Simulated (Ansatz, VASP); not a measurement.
**Nb3C: VASP beside Ansatz**

```
Nb C
1.0
     6.55275    0.00000    0.00000
    -3.27638    5.67485    0.00000
     0.00000    0.00000    3.26847
Nb C
6 2
Direct
  0.30893 0.38864 0.25000
  0.92030 0.30893 0.75000
  0.61136 0.92030 0.25000
  0.69107 0.61136 0.75000
  0.07970 0.69107 0.25000
  0.38864 0.07970 0.75000
  0.66667 0.33333 0.25000
  0.33333 0.66667 0.75000
```

Change from the starting cell: species swapped into the PrBr3 type (P6_3/m, No. 176).

Alike in both runs: functional PBE; k mesh 6 × 6 × 12; occupations gaussian, width 0.1 eV; no spin polarisation.

Ansatz relaxed the structure, and its values are those at the end. VASP's run is a single point on that final structure, the one shown.

|  | VASP | Ansatz |
| --- | --- | --- |
| version | VASP 6.6.1 | Ansatz 0.2.0 |
| potentials or method | VASP PAW PBE potentials, release 64 (Nb_sv, C), cutoff 520 eV | scalar-relativistic, plane waves, PAW |
| valence electrons in the cell | 86 | 86 |

```tsv
	VASP	Ansatz	Ansatz less VASP
gap on the k mesh at the Fermi level (eV)	none	none	-
pressure (GPa)	-0.3	0.0	+0.33
rms of the force components (eV/Å)	0.004	0.000	-0.0037
```

A gap of «none» marks a metal or a gap that the smearing closes. With one functional, cell and mesh, what is left measures potentials, basis and numerics.
